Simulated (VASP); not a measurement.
## LaSi6: single point with PBE

The system is LaSi6.

```
CELL_PARAMETERS angstrom
5.12069 -0.12514 -0.14731
-0.12514 5.11751 -0.05905
-0.14731 -0.05905 5.01969
ATOMIC_POSITIONS crystal
La 0.95919 0.99423 0.01524
Si 0.19218 0.49143 0.47284
Si 0.50836 0.18653 0.53126
Si 0.81754 0.51580 0.51295
Si 0.50704 0.81604 0.49110
Si 0.51871 0.48364 0.18952
Si 0.47670 0.51979 0.80386
```

```yaml
Program: VASP 6.6.1
Task: single point
Functional: PBE
Potentials_or_basis: VASP PAW PBE potentials, release 64 (La, Si)
Cutoff: 520 eV
k_mesh: 3 × 3 × 3
Occupations: fermi-dirac, width 0.05 eV
Spin: no spin polarisation
Dipole_correction: no
Further_INCAR_settings: ALGO = Normal; EDIFF = 1e-06; NBANDS = 26
```

- Pressure: 32.5 GPa
- Largest force: 3.117 eV/Å

Forces on the atoms (eV/Å):
```
La  -0.489 -0.072  0.160
Si   0.995 -0.902 -1.978
Si   0.014  3.095  0.371
Si  -1.066  0.628  1.719
Si   0.261 -2.818 -1.101
Si   0.441 -1.304  1.189
Si  -0.156  1.374 -0.360
```

Stress tensor (GPa, compression positive):
```
33.47 -2.94 -0.36
-2.94 35.10  1.01
-0.36  1.01 28.96
```

Levels at points of the mesh, in eV from the Fermi level:
| k point | band 13 | band 14 | band 15 | band 16 | band 17 | band 18 | band 19 | band 20 | band 21 | band 22 |
| --- | --- | --- | --- | --- | --- | --- | --- | --- | --- | --- |
| (0.00, 0.00, 0.00) | -3.55 | -3.45 | -2.15 | -1.69 | -1.63 | -0.45 | -0.04 | -0.01 | 0.06 | 0.46 |

It took 43 s on 1 thread of Intel(R) Xeon(R) Platinum 8488C (Sapphire Rapids), with other jobs on the host, peak memory 0.26 GiB.

Caveat: the k points lie up to 0.42 Å⁻¹ apart; spin-orbit coupling is left out, which moves the levels of the heavy elements; forces of over 1 eV/Å act on the atoms, so gaps and moduli don't describe the material at rest.
